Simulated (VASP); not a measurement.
Set up this calculation in VASP 6.6.1, as the native input.

```
Task                   : single point
Functional             : PBEsol
Potentials or basis    : VASP PAW PBE potentials, release 64 (Sr_sv)
Cutoff                 : 520 eV
k mesh                 : 6 × 6 × 9
Occupations            : fermi-dirac, width 0.1 eV
Spin                   : no spin polarisation
Dipole correction      : no
Further INCAR settings : ALGO = Normal; EDIFF = 1e-06; NBANDS = 22
```

The structure of Sr lies in POSCAR:

```
Sr
1.0
    6.9879264945      0.0000000000      0.0000000000
   -3.4939632472      6.0517218640      0.0000000000
    0.0000000000      0.0000000000      4.1684249421
Sr
3
Direct
    0.0000000000      1.0000000000      0.0000000000
    0.3333333333      0.6666666667      0.5000000000
    0.6666666667      0.3333333333      0.5000000000
```

This isn't the form of Sr at room conditions, which is fcc.

These files were run (other wordings do the same):

INCAR

```
SYSTEM = Sr
PREC = Accurate ; ENCUT = 520
EDIFF = 1E-6 ; ISMEAR = -1
SIGMA = 0.1 ; LREAL = .FALSE.
LASPH = .TRUE. ; NELM = 80
ALGO = Normal ; ISIF = 2
LWAVE = .FALSE. ; LCHARG = .FALSE.
GGA = PS ; NBANDS = 22
```

KPOINTS

```
Automatic mesh
0
G
  6 6 9
  0 0 0
```

Potentials or basis: VASP PAW PBE potentials, release 64 (Sr_sv).

Run with:

```sh
$ cat potpaw_PBE.64/Sr_sv/POTCAR > POTCAR
$ mpirun -np 1 vasp_std > vasp.out
```

It gave:

```
Pressure               : -1.1 GPa
Band gap on the k mesh : zero (bands 15 and 16 overlap by 0.12 eV)
```

Caveat: the PAW data sets were made with another functional, which shifts forces and pressure a little.

Run time: 2.8 min on 1 thread of Intel Xeon 8259CL, on a shared host, peak memory 0.35 GiB.
